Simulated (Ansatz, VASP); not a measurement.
## AlN: VASP beside Ansatz

INCAR

```
SYSTEM = AlN
PREC     = Accurate       ! precision mode
ENCUT    = 520            ! plane-wave cutoff, eV
EDIFF    = 1E-6           ! SCF threshold, eV
ISMEAR   = 0              ! smearing method
SIGMA    = 0.01           ! smearing width, eV
LREAL    = .FALSE.        ! projectors in reciprocal space
LASPH    = .TRUE.         ! aspherical terms in the spheres
NELM     = 100            ! most SCF steps
ALGO     = Normal         ! electronic algorithm
ISIF     = 2              ! what is computed and relaxed
LWAVE    = .FALSE.        ! write WAVECAR
LCHARG   = .FALSE.        ! write CHGCAR
GGA      = PE             ! functional
NBANDS   = 11             ! bands
```

KPOINTS

```
regular mesh
0
G
  6 6 6
  0 0 0
```

Contents of POSCAR:

```
AlN
1.0
    0.0055415256      2.2114614508      2.2114292845
    2.1602194262     -0.0143419952      2.2311610052
    2.1600167437      2.2312247563     -0.0143805302
Al N
1 1
Direct
   -0.0054612835     -0.0119620055     -0.0003952392
    0.7510039845      0.7295969433      0.7413745632
```

Input for Ansatz:

```yaml
crystal:
  lattice:
    - [0.005541525624564792, 2.211461450833564, 2.211429284518377]
    - [2.1602194261811274, -0.014341995161039518, 2.2311610052113835]
    - [2.1600167436573163, 2.231224756330876, -0.014380530244571664]
  atoms:
    - { symbol: Al, position: [-0.005461283490825429, -0.01196200551905085, -0.000395239213173117] }
    - { symbol: "N", position: [0.7510039845207995, 0.7295969433097673, 0.7413745631819588] }
basis:
  ecutwfc: 450.0
kpoints:
  mp_grid:
    grid: [6, 6, 6]
hamiltonian:
  xc: pbe
scf:
  occupations:
    method: fixed
output:
  forces: true
  stress: true
```

Alike in both runs: task single point; functional PBE; k mesh 6 × 6 × 6; no spin polarisation.

|  | VASP | Ansatz |
| --- | --- | --- |
| version | VASP 6.6.1 | Ansatz 0.2.0 |
| potentials or method | VASP PAW PBE potentials, release 64 (Al, N), cutoff 520 eV | plane waves, PAW |
| occupations | gaussian, width 0.01 eV | fixed |
| valence electrons in the cell | 8 | 8 |

|  | VASP | Ansatz | Ansatz less VASP |
| --- | --- | --- | --- |
| pressure (GPa) | -1.1 | -0.8 | +0.28 |
| traceless stress, the component that is largest in VASP (GPa) | 2.46 | 2.44 | -0.019 |
| rms of the force components (eV/Å) | 0.209 | 0.208 | -0.0005 |

Atom by atom the forces differ by 0.001 eV/Å (rms over components).
